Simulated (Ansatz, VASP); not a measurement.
**Two plane-wave programs on Si**

```xyz
2
Lattice="0.0000 2.7300 2.7300 2.7300 0.0000 2.7300 2.7300 2.7300 0.0000" Properties=species:S:1:pos:R:3 pbc="T T T"
Si    0.0000    0.0000    0.0000
Si    1.3650    1.3650    1.3650
```

Alike in both runs: task relaxation of cell and atoms; functional PBE; k mesh 18 × 18 × 18; occupations gaussian, width 0.02 eV; no spin polarisation.

```csv
,VASP,Ansatz
version,VASP 6.6.1,Ansatz 0.2.0
potentials or method,"VASP PAW PBE potentials, release 64 (Si)","scalar-relativistic, plane waves, PAW"
plane-wave cutoff (eV),600,420
valence electrons in the cell,8,8
```

Ansatz gave:

| Quantity | Value |
| --- | --- |
| gap on the k mesh at the Fermi level, each at its own relaxed structure (eV) | 0.62 |
| relaxed volume (Å³/atom) | 20.46 |
| relaxed cell length with the largest relative difference (Å) | 3.868 |

**Question.** What did VASP give for the same quantities?

**Answer.** gap on the k mesh at the Fermi level, each at its own relaxed structure (eV): 0.62; relaxed volume (Å³/atom): 20.44; relaxed cell length with the largest relative difference (Å): 3.867.
